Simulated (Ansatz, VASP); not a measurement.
## SnO2: VASP beside Ansatz

```xyz
6
Lattice="4.6830 0.0000 0.0000 0.0000 4.6833 0.0000 0.0000 0.0000 3.3065" Properties=species:S:1:pos:R:3 pbc="T T T"
Sn    2.3415    2.3416    1.6533
Sn    0.0000    0.0000    0.0000
O     1.4324    1.4329    0.0000
O     3.7739    0.9087    1.6533
O     0.9092    3.7745    1.6533
O     3.2507    3.2504    0.0000
```

Alike in both runs: task single point; functional r2SCAN; k mesh 6 × 6 × 10; occupations gaussian, width 0.05 eV; no spin polarisation.

```csv
,VASP,Ansatz
version,VASP 6.6.1,Ansatz 0.2.0
potentials or method,"VASP PAW PBE potentials, release 64 (Sn_d, O), cutoff 520 eV","scalar-relativistic, plane waves, PAW"
valence electrons in the cell,52,52
```

|  | VASP | Ansatz | Ansatz less VASP |
| --- | --- | --- | --- |
| gap on the k mesh at the Fermi level (eV) | 1.65 | 1.63 | -0.026 |
| least direct gap on the mesh (eV) | 1.65 | 1.63 | -0.026 |
| pressure (GPa) | -0.5 | -1.5 | -1.05 |
| traceless stress, the component that is largest in VASP (GPa) | -7.11 | -7.25 | -0.142 |
| rms of the force components (eV/Å) | 0.074 | 0.072 | -0.0021 |

VASP's potentials were made for PBE, not for r2SCAN. Atom by atom the forces differ by 0.002 eV/Å (rms over components). The functional is the same, so the differences come from potentials, cutoffs and numerics.
